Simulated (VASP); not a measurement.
Wanted: the native input for a VASP 6.6.1 run.

* Task: single point
* Functional: LDA
* Potentials or basis: VASP PAW LDA potentials, release 64 (Au)
* Cutoff: 520 eV
* k mesh: 19 × 19 × 19
* Occupations: fermi-dirac, width 0.1 eV
* Spin: no spin polarisation
* Dipole correction: no
* Further INCAR settings: ALGO = Normal; EDIFF = 1e-06; NBANDS = 12

The structure of Au lies in POSCAR:

```
Au
1.0
    2.6673447241      0.0000000000      0.0000000000
    0.0000000000      2.6673447241      0.0000000000
    0.0000000000      0.0000000000      2.6673447241
Au
1
Direct
    0.0000000000      0.0000000000      0.0000000000
```

One way to write it, as run:

INCAR

```
SYSTEM = Au
  ALGO = Normal
  EDIFF = 1E-6
  ENCUT = 520
  GGA = CA
  ISIF = 2
  ISMEAR = -1
  LASPH = .True.
  LCHARG = .True.
  LELF = .True.
  LREAL = .False.
  LVHAR = .True.
  LWAVE = .False.
  NBANDS = 12
  NELM = 100
  PREC = Accurate
  SIGMA = 0.1
```

KPOINTS

```
k-points
0
Gamma
  19 19 19
  0 0 0
```

Potentials or basis: VASP PAW LDA potentials, release 64 (Au).

Command:

```sh
$ cat potpaw_LDA.64/Au/POTCAR > POTCAR
$ mpirun -np 1 vasp_std > vasp.out
```

Results of the run:

```yaml
Pressure: 0.5 GPa
```

Wall time 22 s on 1 thread of AMD EPYC 7R13 Processor (Zen 3), with other jobs on the host, peak memory 0.12 GiB.
